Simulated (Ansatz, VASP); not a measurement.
One calculation of FeCo, two programs

File INCAR:

```
SYSTEM = FeCo
PREC = Accurate
ENCUT = 600
EDIFF = 1E-6
ISMEAR = 0
SIGMA = 0.1
LREAL = .FALSE.
LASPH = .TRUE.
NELM = 200
ALGO = Normal
ISIF = 2
LWAVE = .FALSE.
LCHARG = .TRUE.
ISPIN = 2
MAGMOM = 3.09 2.02
LORBIT = 11
LMAXMIX = 4
GGA = PE
LELF = .TRUE.
LVHAR = .TRUE.
NBANDS = 20
GGA_COMPAT = .FALSE.
```

KPOINTS

```
regular mesh
0
G
  14 14 14
  0 0 0
```

The input POSCAR:

```
FeCo
1.0
    2.9367108277      0.0000000000      0.0000000000
    0.0000000000      2.9367108277      0.0000000000
    0.0000000000      0.0000000000      2.9367108277
Fe Co
1 1
Direct
    0.5000000000      0.5000000000      0.5000000000
    0.0000000000      0.0000000000      0.0000000000
```

Input for Ansatz:

```yaml
crystal:
  lattice:
    - [2.9367108246, 0.0, 0.0]
    - [0.0, 2.9367108246, 0.0]
    - [0.0, 0.0, 2.9367108246]
  atoms:
    - { symbol: Fe, position: [0.5, 0.5, 0.5], spin: 3.09 }
    - { symbol: Co, position: [0.0, 0.0, 0.0], spin: 2.02 }
basis:
  ecutwfc: 420
kpoints:
  mp_grid: { grid: [14, 14, 14] }
hamiltonian:
  xc: pbe
scf:
  occupations: { method: gaussian, width: 0.1 }
output:
  forces: true
  stress: true
  eigenvalues: true
  populations: true
magnetization:
  spin_polarized: true
```

Alike in both runs: task single point; functional PBE; k mesh 14 × 14 × 14; occupations gaussian, width 0.1 eV; collinear spin.

|  | VASP | Ansatz |
| --- | --- | --- |
| version | VASP 6.6.1 | Ansatz 0.2.0 |
| potentials or method | VASP PAW PBE potentials, release 64 (Fe, Co), cutoff 600 eV | scalar-relativistic, plane waves, PAW |
| valence electrons in the cell | 17 | 33 |

|  | VASP | Ansatz | Ansatz less VASP |
| --- | --- | --- | --- |
| gap on the k mesh at the Fermi level (eV) | none | none | - |
| pressure (GPa) | -14.8 | -14.6 | +0.19 |
| net moment per atom (μB) | 2.32 | 2.33 | +0.014 |
| size of the moment on the site where the two differ most (μB) | 1.80 | 1.87 | +0.066 |

Site moments also hang on the region over which each program counts them. A gap of «none» marks a metal or a gap that the smearing closes. The functional is the same, so the differences come from potentials, cutoffs and numerics. VASP's potentials hold 17 valence electrons a cell and Ansatz's 33, so a difference there can come from the potentials and not from the codes.
